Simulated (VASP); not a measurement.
A run of VASP 6.6.1 is set up as follows.

File INCAR:

```
SYSTEM = ZrGa3As4
PREC     = Accurate       ! precision mode
ENCUT    = 520            ! plane-wave cutoff, eV
EDIFF    = 1E-7           ! SCF threshold, eV
ISMEAR   = 0              ! smearing method
SIGMA    = 0.1            ! smearing width, eV
LREAL    = .FALSE.        ! projectors in reciprocal space
LASPH    = .TRUE.         ! aspherical terms in the spheres
NELM     = 150            ! most SCF steps
ALGO     = Normal         ! electronic algorithm
ISIF     = 2              ! what is computed and relaxed
LWAVE    = .FALSE.        ! write WAVECAR
LCHARG   = .FALSE.        ! write CHGCAR
ISPIN    = 2              ! spin polarisation
MAGMOM   = 1 0 0 0 0 0 0 0 ! initial moments
LORBIT   = 11             ! projections on sites
LMAXMIX  = 4              ! l up to which the mixer works
GGA      = PE             ! functional
NBANDS   = 50             ! bands
```

KPOINTS

```
regular mesh
0
G
  4 4 4
  0 0 0
```

File POSCAR:

```
ZrGa3As4
1.0
    5.4725279055      0.0000000000      0.0000000000
    0.0000000000      5.4725279055      0.0000000000
    0.0000000000      0.0000000000      5.4725279055
Zr Ga As
1 3 4
Direct
    0.5000000000      0.5000000000      0.5000000000
    0.5000000000      0.0000000000      0.0000000000
    0.0000000000      0.5000000000      0.0000000000
    0.0000000000      0.0000000000      0.5000000000
    0.0000000000      0.5000000000      0.5000000000
    0.5000000000      0.0000000000      0.5000000000
    0.5000000000      0.5000000000      0.0000000000
    0.0000000000      0.0000000000      0.0000000000
```

Potentials or basis: VASP PAW PBE potentials, release 64 (Zr_sv, Ga_d, As).

The run is started by

```bash
$ cat potpaw_PBE.64/Zr_sv/POTCAR potpaw_PBE.64/Ga_d/POTCAR potpaw_PBE.64/As/POTCAR > POTCAR
$ mpirun -np 1 vasp_std > vasp.out
```

Problem. What does it give for the net moment?

Solution. 0.00 μB per cell.

Problem. What does it give for the pressure?

Solution. 0.1 GPa.
